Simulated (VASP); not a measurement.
# BAs (F-43m) in VASP: notebook, part 2 of 2

VASP 6.6.1.

**3. Single point, LDA, collinear spin, ferromagnetic start**

Input file INCAR:

```
PREC = Accurate ; ENCUT = 500
EDIFF = 1E-6 ; ISMEAR = -5
SIGMA = 0.1 ; LREAL = False
LASPH = True ; NELM = 200
ALGO = Normal ; ISIF = 2
LWAVE = False ; LCHARG = False
ISPIN = 2 ; MAGMOM = 0.5 0
LORBIT = 11 ; NBANDS = 15
GGA_COMPAT = False
```

Input file KPOINTS:

```
regular mesh
0
Gamma
  10 10 10
```

Input file POSCAR:

```
BAs
1.0
    0.0000000000      2.3885000000      2.3885000000
    2.3885000000      0.0000000000      2.3885000000
    2.3885000000      2.3885000000      0.0000000000
As B
1 1
Direct
    0.7500000000      0.7500000000      0.7500000000
    0.0000000000      0.0000000000      0.0000000000
```

Potentials or basis: VASP PAW LDA potentials, release 64 (As, B).

The run is started by

```bash
$ cat potpaw_LDA.64/As/POTCAR potpaw_LDA.64/B/POTCAR > POTCAR
$ mpirun -np 1 vasp_std > vasp.out
```

OUTCAR:

```text
PREC = Accurate
   ENCUT = 500
   EDIFF = 1E-6
   ISMEAR = -5
   LREAL = False
   LASPH = True
   NELM = 200
   ISIF = 2
   ISPIN = 2
   LORBIT = 11

 ion  position               nearest neighbor table
   1  0.750  0.750  0.750-   2 2.07   2 2.07   2 2.07   2 2.07
   2  0.000  0.000  0.000-   1 2.07   1 2.07   1 2.07   1 2.07

  LATTYP: Found a face centered cubic cell.
 ALAT       =     4.7770000000

  Lattice vectors:

 A1 = (   0.0000000000,   2.3885000000,   2.3885000000)
 A2 = (   2.3885000000,   0.0000000000,   2.3885000000)
 A3 = (   2.3885000000,   2.3885000000,   0.0000000000)

Analysis of symmetry for initial positions (statically):
=====================================================================
 Subroutine PRICEL returns:
 Original cell was already a primitive cell.

 Routine SETGRP: Setting up the symmetry group for a
 face centered cubic supercell.

 Subroutine GETGRP returns: Found 24 space group operations
 (whereof 24 operations were pure point group operations)
 out of a pool of 48 trial point group operations.

The static configuration has the point symmetry T_d .

Analysis of symmetry for dynamics (positions and initial velocities):
=====================================================================
 Subroutine PRICEL returns:
 Original cell was already a primitive cell.

 Routine SETGRP: Setting up the symmetry group for a
 face centered cubic supercell.

 Subroutine GETGRP returns: Found 24 space group operations
 (whereof 24 operations were pure point group operations)
 out of a pool of 48 trial point group operations.

The dynamic configuration has the point symmetry T_d .

Analysis of structural, dynamic, and magnetic symmetry:
=====================================================================
 Subroutine PRICEL returns:
 Original cell was already a primitive cell.

 Routine SETGRP: Setting up the symmetry group for a
 face centered cubic supercell.

 Subroutine GETGRP returns: Found 24 space group operations
 (whereof 24 operations were pure point group operations)
 out of a pool of 48 trial point group operations.

The overall configuration has the point symmetry T_d .

 Subroutine INISYM returns: Found 24 space group operations
 (whereof 24 operations are pure point group operations),
 and found     1 'primitive' translations

----------------------------------------------------------------------------------------

                                     Primitive cell

  volume of cell :      27.2525

  direct lattice vectors                    reciprocal lattice vectors
     0.000000000  2.388500000  2.388500000    -0.209336404  0.209336404  0.209336404
     2.388500000  0.000000000  2.388500000     0.209336404 -0.209336404  0.209336404
     2.388500000  2.388500000  0.000000000     0.209336404  0.209336404 -0.209336404

  length of vectors
     3.377849094  3.377849094  3.377849094     0.362581287  0.362581287  0.362581287

  position of ions in fractional coordinates (direct lattice)
     0.750000000  0.750000000  0.750000000
     0.000000000  0.000000000  0.000000000

  ion indices of the primitive-cell ions
   primitive index   ion index
                 1           1
                 2           2

----------------------------------------------------------------------------------------

 KPOINTS: regular mesh

[... 84 lines left out ...]
   ISMEAR =    -5;   SIGMA  =   0.10  broadening in eV -4-tet -1-fermi 0-gaus
   EFERMI_NEDOS =   21; number of points for ismear=-14 and -15
   IALGO  =     38    algorithm
   IMIX   =      4    mixing-type and parameters
     AMIX     =   0.40;   BMIX     =  1.00
     AMIX_MAG =   1.60;   BMIX_MAG =  1.00
  volume/ion in A,a.u.               =      13.63        91.95
  Fermi-wavevector in a.u.,A,eV,Ry     =   1.088018  2.056057 16.106360  1.183784
  Thomas-Fermi vector in A             =   2.224191
   LORBIT       =     11    0 simple, 1 ext, 2 COOP (PROOUT), +10 PAW based schemes
   GGA     = CA    functional components
   LHFCALC =     F    Hartree Fock is set to
   AEXX    =    0.0000 exact exchange contribution
   IVDW    =     0    specifies the selected vdW correction
   LEPSILON=     F    determine dielectric tensor
   LRPA    =     F    only Hartree local field effects (RPA)
 spin polarized calculation
 Fermi weights with tetrahedron method with Bloechl corrections
  energy-cutoff  :      500.00
  volume of cell :       27.25
 maximum number of plane-waves:       701
 NGX is ok and might be reduce to    28
   NGX = 13   NGY = 13   NGZ = 13

 number of electron       8.0000000 magnetization      -0.0001841

 number of electron       8.0000000 magnetization       0.0002956

 Free energy of the ion-electron system (eV)
  ---------------------------------------------------
  ext. energy  EPLUGINS =         0.00000000
  ---------------------------------------------------
  free energy    TOTEN  =       -12.92062413 eV

  energy without entropy =      -12.92062413  energy(sigma->0) =      -12.92062413

 E-fermi :   6.2403     XC(G=0): -10.7841

 val. band max:        6.1568452475   @ k =   0.0000   0.0000   0.0000
 cond. band min:       7.2787305982   @ k =   0.4000   0.4000   0.0000
 fundamental gap:      1.1218853507
 Fermi energy:         6.2403335890

 spin component 1

 k-point     1 :       0.0000    0.0000    0.0000
  band No.  band energies     occupation
      1      -9.2200      1.00000
      2       6.1566      1.00000
      3       6.1566      1.00000
      4       6.1566      1.00000
      5       9.4059      0.00000
      6       9.4059      0.00000
      7       9.4059      0.00000
      8      10.8491      0.00000
      9      15.5130      0.00000
     10      19.1893      0.00000
     11      19.1893      0.00000
     12      20.4096      0.00000
     13      20.4096      0.00000
     14      20.4096      0.00000
[... 403 lines left out ...]
      4       2.6742      1.00000
      5       7.8019      0.00000
      6       9.4914      0.00000
      7      14.9132      0.00000
      8      15.1451      0.00000
      9      18.0516      0.00000
     10      21.7869      0.00000
     11      22.0612      0.00000
     12      24.7646      0.00000
     13      25.2926      0.00000
     14      26.7564      0.00000
     15      27.1462      0.00000

 [... further k-points ...]

 spin component 2

 k-point     1 :       0.0000    0.0000    0.0000
  band No.  band energies     occupation
      1      -9.2198      1.00000
      2       6.1568      1.00000
      3       6.1568      1.00000
      4       6.1568      1.00000
      5       9.4061      0.00000
      6       9.4061      0.00000
      7       9.4061      0.00000
      8      10.8493      0.00000
      9      15.5130      0.00000
     10      19.1897      0.00000
     11      19.1897      0.00000
     12      20.4098      0.00000
     13      20.4098      0.00000
     14      20.4098      0.00000
[... 403 lines left out ...]
      4       2.6745      1.00000
      5       7.8021      0.00000
      6       9.4916      0.00000
      7      14.9135      0.00000
      8      15.1453      0.00000
      9      18.0518      0.00000
     10      21.7870      0.00000
     11      22.0616      0.00000
     12      24.7648      0.00000
     13      25.2929      0.00000
     14      26.7567      0.00000
     15      27.1464      0.00000

 [... further k-points ...]
[... 5 lines left out ...]
  --------------------------------------------------------------------------------------
  -------------------------------------------------------------------------------------
  Total       -0.5224083     -0.5224083     -0.5224083      0.0000000      0.0000000      0.0000000
  in kB      -30.7124816    -30.7124816    -30.7124816      0.0000000      0.0000000      0.0000000
  external PRESSURE =     -30.7124816 kB  Pullay stress =       0.0000000 kB

 VOLUME and BASIS-vectors are now :
 -----------------------------------------------------------------------------
  energy-cutoff  :      500.00
  volume of cell :       27.25
      direct lattice vectors                 reciprocal lattice vectors
     0.000000000  2.388500000  2.388500000    -0.209336404  0.209336404  0.209336404
     2.388500000  0.000000000  2.388500000     0.209336404 -0.209336404  0.209336404
     2.388500000  2.388500000  0.000000000     0.209336404  0.209336404 -0.209336404

 POSITION                                       TOTAL-FORCE (eV/Angst)
 -----------------------------------------------------------------------------------
      3.58275      3.58275      3.58275         0.000000      0.000000      0.000000
      0.00000      0.00000      0.00000        -0.000000     -0.000000     -0.000000
 -----------------------------------------------------------------------------------
    total drift:                                0.000000      0.000000      0.000000

  FREE ENERGIE OF THE ION-ELECTRON SYSTEM (eV)
  ---------------------------------------------------
  free  energy   TOTEN  =       -12.9206241346 eV

  energy  without entropy=      -12.9206241346  energy(sigma->0) =      -12.92062413

 total charge

# of ion       s       p       d       tot
------------------------------------------
    1        1.179   1.674   0.086   2.939
    2        0.651   1.180   0.000   1.831
--------------------------------------------------
tot          1.830   2.854   0.086   4.771

 magnetization (x)

# of ion       s       p       d       tot
------------------------------------------
    1       -0.000   0.000   0.000  -0.000
    2       -0.000  -0.000   0.000  -0.000
--------------------------------------------------
tot         -0.000  -0.000   0.000  -0.000
```

stdout:

```text
POSCAR found type information on POSCAR AsB
 POSCAR found :  2 types and       2 ions
 scaLAPACK will be used
 LDA part: xc-table for (Slater(with rela. corr.)+CA(PZ))
 , standard interpolation
 POSCAR, INCAR and KPOINTS ok, starting setup
 FFT: planning ... GRIDC
 FFT: planning ... GRID_SOFT
 FFT: planning ... GRID
 WAVECAR not read
 entering main loop
```

Wall time 26 s (1 thread of Intel Xeon Platinum 8375C at 2.90GHz (Ice Lake), shared host); peak memory 0.16 GiB.

What came out:

- Free energy: -12.9206 eV
- Pressure: -3.1 GPa
- Band gap on the k mesh: 1.12 eV, indirect (least direct gap 3.25 eV)
- Net moment: 0.00 μB per cell
- Valence electrons inside the program's atomic spheres: As 2.94; B 1.83

A k mesh can miss the band edges. A hybrid or GW would open this gap; LDA tends to underestimate it.

**4. Relaxation of cell and atoms, RPBE+D3(BJ)**

Input file INCAR:

```
SYSTEM = BAs
PREC = Accurate ; ENCUT = 600
EDIFF = 1E-7 ; ISMEAR = -1
SIGMA = 0.05 ; LREAL = .False.
LASPH = .True. ; NELM = 120
ALGO = Normal ; ISIF = 3
LWAVE = .False. ; LCHARG = .False.
GGA = RP ; IVDW = 12
IBRION = 2 ; NSW = 60
EDIFFG = -0.01 ; GGA_COMPAT = .False.
NELMIN = 4
```

Input file KPOINTS:

```
regular mesh
0
Gamma
  10 10 10
  0 0 0
```

POSCAR is that of step 3.

Potentials or basis: VASP PAW PBE potentials, release 64 (As_d, B).

The run is started by

```bash
$ cat potpaw_PBE.64/As_d/POTCAR potpaw_PBE.64/B/POTCAR > POTCAR
$ mpirun -np 1 vasp_std > vasp.out
```

It took 47 s on 1 thread of AMD EPYC 9R45 (Zen 5), shared host; peak memory 0.15 GiB.

The run converged. Its results:

| Quantity | Value |
| --- | --- |
| Free energy | -13.3475 eV |
| Relaxed volume | 12.29 Å³/atom |
| Relaxed cell | a = 3.264 Å, b = 3.264 Å, c = 3.264 Å, α = 60.00°, β = 60.00°, γ = 60.00° |
| Space group after relaxing (to 0.05 Å) | F-43m (No. 216) |
| Energy gained by relaxing | 62.1 meV/atom |
| Ionic steps | 3 |
| Pressure after relaxing | 0.0 GPa |
| Band gap on the k mesh | 1.10 eV, indirect (least direct gap 3.42 eV) |
| Dispersion energy per atom | -1.406 eV |

Step by step:
| step | energy change (eV) | largest force (eV/Å) | pressure (GPa) | volume (Å³) |
| --- | --- | --- | --- | --- |
| 1 | 0.0000 | 0.0000 | -13.48 | 27.25 |
| 2 | -0.0656 | 0.0000 | 12.54 | 22.98 |
| 3 | -0.1241 | 0.0000 | -0.05 | 24.58 |

Final structure:
```xyz
2
Lattice="0.0000 2.3077 2.3077 2.3077 0.0000 2.3077 2.3077 2.3077 0.0000" Properties=species:S:1:pos:R:3 pbc="T T T"
As    3.4615    3.4615    3.4615
B     0.0000    0.0000    0.0000
```

Levels at points of the mesh, in eV from the valence-band top:
| k point | band 5 | band 6 | band 7 | band 8 | band 9 | band 10 | band 11 | band 12 | band 13 |
| --- | --- | --- | --- | --- | --- | --- | --- | --- | --- |
| (0.00, 0.00, 0.00) | -35.94 | -16.39 | 0.00 | 0.00 | 0.00 | 3.42 | 3.42 | 3.42 | 6.08 |
| (0.50, 0.00, 0.00) | -35.94 | -13.12 | -9.59 | -2.00 | -2.00 | 3.35 | 4.92 | 4.92 | 9.16 |
| (0.50, 0.50, 0.00) | -35.93 | -11.63 | -9.16 | -4.53 | -4.53 | 1.30 | 1.40 | 12.52 | 12.52 |

Caveat: the PAW data sets were made with another functional, which shifts forces and pressure a little.

**5. Overview**

| task | level | potentials or basis | spin | cell | cutoff (eV) | smearing | second run | gap on the mesh (eV) | pressure (GPa) |
| --- | --- | --- | --- | --- | --- | --- | --- | --- | --- |
| single point | RPBE | VASP PAW PBE potentials, release 64 (As, B) | off | as given | 520 | fermi-dirac 0.05 eV | - | 1.21 | 6.0 |
| single point | LDA | VASP PAW LDA potentials, release 64 (As, B) | collinear, ferromagnetic start | as given | 500 | tetrahedron | - | 1.12 | -3.1 |
| relaxation of cell and atoms | RPBE+D3(BJ) | VASP PAW PBE potentials, release 64 (As_d, B) | off | relaxed | 600 | fermi-dirac 0.05 eV | valence_matched | 1.10 | 0.0 |

Alike in all rows: k mesh 10 × 10 × 10.

Caveats: the PAW data sets were made with another functional, which shifts forces and pressure a little (some runs).

Absolute energies hang on the potentials; compare differences alone.
